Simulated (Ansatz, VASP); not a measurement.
Si2Mo in VASP and in Ansatz

```
CELL_PARAMETERS angstrom
-1.60842 1.60842 3.93651
1.60842 -1.60842 3.93651
1.60842 1.60842 -3.93651
ATOMIC_POSITIONS crystal
Si 0.33510 0.33510 0.00000
Si 0.66490 0.66490 0.00000
Mo 0.89595 0.89595 0.86811
```

Alike in both runs: task single point; functional PBE; k mesh 20 × 20 × 20; occupations gaussian, width 0.15 eV; no spin polarisation.

|  | VASP | Ansatz |
| --- | --- | --- |
| version | VASP 6.6.1 | Ansatz 0.2.0 |
| potentials or method | VASP PAW PBE potentials, release 64 (Si, Mo_sv), cutoff 520 eV | scalar-relativistic, plane waves, PAW |
| valence electrons in the cell | 22 | 22 |

```tsv
	VASP	Ansatz	Ansatz less VASP
gap on the k mesh at the Fermi level (eV)	none	none	-
pressure (GPa)	14.7	14.4	-0.27
traceless stress, the component that is largest in VASP (GPa)	9.25	9.19	-0.054
rms of the force components (eV/Å)	2.624	2.610	-0.0135
```

Atom by atom the forces differ by 0.014 eV/Å (rms over components). A gap of «none» marks a metal or a gap that the smearing closes.
